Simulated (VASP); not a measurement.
Write the native input for VASP 6.6.1 that does the following.

| Quantity | Value |
| --- | --- |
| Task | single point |
| Functional | PBE |
| Potentials or basis | VASP PAW PBE potentials, release 64 (Mg, O) |
| Cutoff | 520 eV |
| k mesh | 12 × 12 × 6 |
| Occupations | fermi-dirac, width 0.02 eV |
| Spin | no spin polarisation |
| Dipole correction | no |
| Further INCAR settings | ALGO = Normal; EDIFF = 1e-06; NBANDS = 16 |

The structure of MgO lies in POSCAR:

```
MgO
1.0
    3.3539815726      0.0000000000      0.0000000000
   -1.6769907863      2.9046332457      0.0000000000
    0.0000000000      0.0000000000      5.1350536003
Mg O
2 2
Direct
    0.3333333333      0.6666666667     -0.0091202471
    0.6666666667      0.3333333333      0.4908797529
    0.3333333333      0.6666666667      0.3841202471
    0.6666666667      0.3333333333      0.8841202471
```

This cell differs from its parent crystal: strain +2.0%.

These files were run (other wordings do the same):

INCAR

```
SYSTEM = MgO
PREC = Accurate
ENCUT = 520
EDIFF = 1E-6
ISMEAR = -1
SIGMA = 0.02
LREAL = .FALSE.
LASPH = .TRUE.
NELM = 100
ALGO = Normal
ISIF = 2
LWAVE = .FALSE.
LCHARG = .TRUE.
GGA = PE
LELF = .TRUE.
LVHAR = .TRUE.
NBANDS = 16
```

KPOINTS

```
regular mesh
0
G
  12 12 6
  0 0 0
```

Potentials or basis: VASP PAW PBE potentials, release 64 (Mg, O).

The run is started by

```sh
$ cat potpaw_PBE.64/Mg/POTCAR potpaw_PBE.64/O/POTCAR > POTCAR
$ mpirun -np 1 vasp_std > vasp.out
```

Results of the run:

The pressure is -3.4 GPa and the largest force is 0.015 eV/Å. The band gap on the k mesh is 3.23 eV, direct.

Caveat: the cell differs from its parent crystal (strain +2.0%).

It took 58 s on 1 thread of Intel(R) Xeon(R) Platinum 8259CL CPU @ 2.50GHz (Skylake/Cascade Lake), on a shared host, peak memory 0.21 GiB.
